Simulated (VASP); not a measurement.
Si4HC5, 10 atoms in the cell. The cell holds a slab with vacuum, 10 atoms: a = 3.081 Å, b = 3.081 Å, c = 27.724 Å, α = 90.00°, β = 90.00°, γ = 90.00°. 

```yaml
Program: VASP 6.6.1
Task: single point
Functional: PBEsol
Potentials_or_basis: VASP PAW PBE potentials, release 64 (C, Si, H)
Cutoff: 520 eV
k_mesh: 9 × 9 × 1
Occupations: gaussian, width 0.05 eV
Spin: collinear spin
Starting_moments: "[0.0, 0.0, 0.0, 0.0, 1.0, 0.0, 0.0, 0.0, 0.0, 0.0] μB"
Dipole_correction: yes
Further_INCAR_settings: ALGO = Normal; EDIFF = 1e-06; NBANDS = 34
```

Potentials or basis: VASP PAW PBE potentials, release 64 (C, Si, H).

Launch:

```console
$ cat potpaw_PBE.64/C/POTCAR potpaw_PBE.64/Si/POTCAR potpaw_PBE.64/H/POTCAR > POTCAR
$ mpirun -np 1 vasp_std > vasp.out
```

Hardware: 1 thread of AMD EPYC 9R45 96-Core Processor (Zen 5), on a shared host.

Q: How long does it take, and how much memory?

A: Wall time 15 min on 1 thread of AMD EPYC 9R45 96-Core Processor (Zen 5) (shared host), peak memory 0.61 GiB. Counts: scf iterations 43, k points 25.
